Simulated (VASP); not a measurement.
# ZnS (P6_3mc) in VASP: further runs, part 2 of 2

VASP 6.6.1. The steps go on from the part before.

## Step 3: Single point, LDA

This run uses another cell than the first one, of 18.18 Å³/atom, 1.020 times its volume.

INCAR

```
  ALGO = Normal
  EDIFF = 1E-6
  ENCUT = 520
  ISIF = 2
  ISMEAR = 0
  LASPH = True
  LCHARG = False
  LREAL = False
  LWAVE = False
  NBANDS = 26
  NELM = 100
  PREC = Accurate
  SIGMA = 0.01
```

KPOINTS

```
k-points
0
Gamma
  6 6 4
```

POSCAR

```
ZnS
1.0
    3.7104426437      0.0000000000      0.0000000000
   -1.8552213218      3.2133375887      0.0000000000
    0.0000000000      0.0000000000      6.0998685985
Zn S
2 2
Direct
    0.3333333333      0.6666666667      0.0056984989
    0.6666666667      0.3333333333      0.5056984989
    0.3333333333      0.6666666667      0.3793015011
    0.6666666667      0.3333333333      0.8793015011
```

Potentials or basis: VASP PAW LDA potentials, release 64 (Zn, S).

Command:

```sh
$ cat potpaw_LDA.64/Zn/POTCAR potpaw_LDA.64/S/POTCAR > POTCAR
$ mpirun -np 1 vasp_std > vasp.out
```

OUTCAR:

```text
EDIFF = 1E-6
   ENCUT = 520
   ISIF = 2
   ISMEAR = 0
   LASPH = True
   LREAL = False
   NELM = 100
   PREC = Accurate

 ion  position               nearest neighbor table
   1  0.333  0.667  0.006-   4 2.28   4 2.28   4 2.28   3 2.28
   2  0.667  0.333  0.506-   3 2.28   3 2.28   3 2.28   4 2.28
   3  0.333  0.667  0.379-   2 2.28   2 2.28   2 2.28   1 2.28
   4  0.667  0.333  0.879-   1 2.28   1 2.28   1 2.28   2 2.28

  LATTYP: Found a hexagonal cell.
 ALAT       =     3.7104426437
 C/A-ratio  =     1.6439732895

  Lattice vectors:

 A1 = (   3.7104426437,   0.0000000000,   0.0000000000)
 A2 = (  -1.8552213218,   3.2133375887,   0.0000000000)
 A3 = (   0.0000000000,   0.0000000000,   6.0998685985)

Analysis of symmetry for initial positions (statically):
=====================================================================
 Subroutine PRICEL returns:
 Original cell was already a primitive cell.

 Routine SETGRP: Setting up the symmetry group for a
 hexagonal supercell.

 Subroutine GETGRP returns: Found 12 space group operations
 (whereof  6 operations were pure point group operations)
[... 164 lines left out ...]

  energy without entropy =      -16.38571382  energy(sigma->0) =      -16.38571382

 E-fermi :   2.8174     XC(G=0): -10.4112

 val. band max:        2.7598132511   @ k =   0.0000   0.0000   0.0000
 cond. band min:       5.0875649819   @ k =   0.0000   0.0000   0.0000
 fundamental gap:      2.3277517308
 Fermi energy:         2.8173771746

 k-point     1 :       0.0000    0.0000    0.0000
  band No.  band energies     occupation
      1     -10.9872      2.00000
      2      -9.8758      2.00000
      3      -4.1176      2.00000
      4      -4.0943      2.00000
      5      -4.0943      2.00000
      6      -4.0012      2.00000
[... 598 lines left out ...]
     25      12.3909      0.00000
     26      12.3909      0.00000

------------------------ aborting loop because EDIFF is reached ----------------------------------------

  FORCE on cell =-STRESS in cart. coord.  units (eV):
  Direction    XX          YY          ZZ          XY          YZ          ZX
  --------------------------------------------------------------------------------------
  -------------------------------------------------------------------------------------
  Total        1.0303010      1.0303010      1.0342936      0.0000000      0.0000000      0.0000000
  in kB       22.6971920     22.6971920     22.7851486      0.0000000      0.0000000      0.0000000
  external PRESSURE =      22.7265108 kB  Pullay stress =       0.0000000 kB

 VOLUME and BASIS-vectors are now :
 -----------------------------------------------------------------------------
  energy-cutoff  :      520.00
  volume of cell :       72.73
      direct lattice vectors                 reciprocal lattice vectors
     3.710442644  0.000000000  0.000000000     0.269509624  0.155601454  0.000000000
    -1.855221322  3.213337589  0.000000000     0.000000000  0.311202907  0.000000000
     0.000000000  0.000000000  6.099868598     0.000000000  0.000000000  0.163937958

 POSITION                                       TOTAL-FORCE (eV/Angst)
 -----------------------------------------------------------------------------------
     -0.00000      2.14223      0.03476        -0.000000     -0.000000      0.002219
      1.85522      1.07111      3.08469        -0.000000     -0.000000      0.002219
     -0.00000      2.14223      2.31369        -0.000000      0.000000     -0.002219
      1.85522      1.07111      5.36362         0.000000     -0.000000     -0.002219
 -----------------------------------------------------------------------------------
    total drift:                               -0.000001     -0.000001     -0.000063

  FREE ENERGIE OF THE ION-ELECTRON SYSTEM (eV)
  ---------------------------------------------------
  free  energy   TOTEN  =       -16.3857138211 eV

  energy  without entropy=      -16.3857138211  energy(sigma->0) =      -16.38571382
```

OSZICAR:

```text
N       E                     dE             d eps       ncg     rms          rms(c)
DAV:   1     0.249770644739E+03    0.24977E+03   -0.17466E+04  1092   0.173E+03
DAV:   2     0.795742084175E+01   -0.24181E+03   -0.23082E+03  1124   0.361E+02
DAV:   3    -0.166523082468E+02   -0.24610E+02   -0.24379E+02  1310   0.115E+02
DAV:   4    -0.172679843131E+02   -0.61568E+00   -0.61431E+00  1232   0.182E+01
DAV:   5    -0.172776341646E+02   -0.96499E-02   -0.96475E-02  1328   0.227E+00    0.113E+01
DAV:   6    -0.164273140575E+02    0.85032E+00   -0.17018E+00  1556   0.399E+01    0.846E+00
DAV:   7    -0.164044109292E+02    0.22903E-01   -0.13329E+00  1152   0.734E+00    0.336E+00
DAV:   8    -0.163873632246E+02    0.17048E-01   -0.38095E-02  1192   0.120E+00    0.900E-01
DAV:   9    -0.163856522321E+02    0.17110E-02   -0.10212E-02  1424   0.967E-01    0.242E-01
DAV:  10    -0.163856987848E+02   -0.46553E-04   -0.38304E-04  1284   0.196E-01    0.122E-01
DAV:  11    -0.163857144333E+02   -0.15649E-04   -0.28718E-05  1310   0.649E-02    0.449E-02
DAV:  12    -0.163857138211E+02    0.61220E-06   -0.59901E-06  1310   0.441E-02
   1 F= -.16385714E+02 E0= -.16385714E+02  d E =-.318599E-18
```

stdout:

```text
POSCAR found type information on POSCAR ZnS
 POSCAR found :  2 types and       4 ions
 scaLAPACK will be used
 LDA part: xc-table for (Slater(with rela. corr.)+CA(PZ))
 , standard interpolation
 POSCAR, INCAR and KPOINTS ok, starting setup
 FFT: planning ... GRIDC
 FFT: planning ... GRID_SOFT
 FFT: planning ... GRID
 WAVECAR not read
 entering main loop
```

Run time: 24 s. Hardware: 1 thread of Intel Xeon Platinum 8488C (Sapphire Rapids), shared host; peak memory 0.17 GiB.

Results:

```yaml
Free_energy: -16.3857 eV
Pressure: 2.3 GPa
Band_gap_on_the_k_mesh: 2.33 eV, direct
```

Forces in eV/Å, atoms in the order of the input:
```
Zn   0.000  0.000  0.002
Zn   0.000  0.000  0.002
S    0.000  0.000 -0.002
S    0.000  0.000 -0.002
```

Levels at points of the mesh, in eV from the valence-band top:
```csv
k point,band 16,band 17,band 18,band 19,band 20,band 21
"(0.00, 0.00, 0.00)",-0.11,0.00,0.00,2.33,3.06,6.10
"(0.50, 0.00, 0.00)",-2.56,-1.99,-1.01,3.39,4.27,4.86
"(0.00, 0.00, 0.50)",-0.54,-0.54,-0.54,3.59,3.59,6.60
"(0.50, 0.00, 0.50)",-1.88,-1.85,-1.85,3.33,3.33,5.01
```

## Step 4: Single point, LDA

This run uses another cell than the first one, of 18.38 Å³/atom, 1.031 times its volume.

INCAR

```
SYSTEM = ZnS
PREC = Accurate
ENCUT = 520
EDIFF = 1E-7
ISMEAR = 0
SIGMA = 0.01
LREAL = .FALSE.
LASPH = .TRUE.
NELM = 100
ALGO = Normal
ISIF = 2
LWAVE = .FALSE.
LCHARG = .TRUE.
GGA = CA
LELF = .TRUE.
LVHAR = .TRUE.
NBANDS = 26
```

KPOINTS

```
regular mesh
0
G
  6 6 4
  0 0 0
```

POSCAR

```
ZnS
1.0
    3.7242762760      0.0000000000      0.0000000000
   -1.8621381380      3.2253178657      0.0000000000
    0.0000000000      0.0000000000      6.1198404321
Zn S
2 2
Direct
    0.3333333333      0.6666666667      0.0056187064
    0.6666666667      0.3333333333      0.5056187064
    0.3333333333      0.6666666667      0.3793812936
    0.6666666667      0.3333333333      0.8793812936
```

Command:

```sh
$ cat potpaw_LDA.64/Zn/POTCAR potpaw_LDA.64/S/POTCAR > POTCAR
$ mpirun -np 1 vasp_std > vasp.out
```

Wall time 34 s (1 thread of Intel Xeon Platinum 8488C (Sapphire Rapids), shared host); peak memory 0.17 GiB.

Results (log left out):

```yaml
Free_energy: -16.3946 eV
Pressure: 1.3 GPa
Band_gap_on_the_k_mesh: 2.28 eV, direct
```

Forces in eV/Å, atoms in the order of the input:
```
Zn   0.000  0.000  0.002
Zn   0.000  0.000  0.002
S    0.000  0.000 -0.002
S    0.000  0.000 -0.002
```

Levels at points of the mesh, in eV from the valence-band top:
```csv
k point,band 14,band 15,band 16,band 17,band 18,band 19,band 20,band 21,band 22,band 23
"(0.00, 0.00, 0.00)",-1.01,-1.01,-0.11,0.00,0.00,2.28,3.04,6.11,6.11,6.36
"(0.50, 0.00, 0.00)",-4.48,-3.67,-2.52,-1.95,-1.00,3.41,4.24,4.87,6.73,7.51
"(0.00, 0.00, 0.50)",-3.12,-0.53,-0.53,-0.53,-0.53,3.56,3.56,6.60,6.60,6.60
"(0.50, 0.00, 0.50)",-5.30,-1.84,-1.84,-1.82,-1.82,3.34,3.34,5.02,5.02,8.78
```

## Step 5: The runs side by side

| cell | gap on the mesh (eV) | pressure (GPa) |
| --- | --- | --- |
| a = 3.684, b = 3.684, c = 6.063 Å, angles 90.0, 90.0, 120.0°, 4 atoms | 2.42 | 4.3 |
| a = 3.710, b = 3.710, c = 6.100 Å, angles 90.0, 90.0, 120.0°, 4 atoms | 2.33 | 2.3 |
| a = 3.724, b = 3.724, c = 6.120 Å, angles 90.0, 90.0, 120.0°, 4 atoms | 2.28 | 1.3 |

Alike in all rows: task single point; level LDA; potentials or basis VASP PAW LDA potentials, release 64 (Zn, S); no spin polarisation; k mesh 6 × 6 × 4; cutoff (eV) 520; smearing gaussian 0.01 eV.

Total energies depend on the potentials used, so only differences within one code and one set of settings carry meaning.
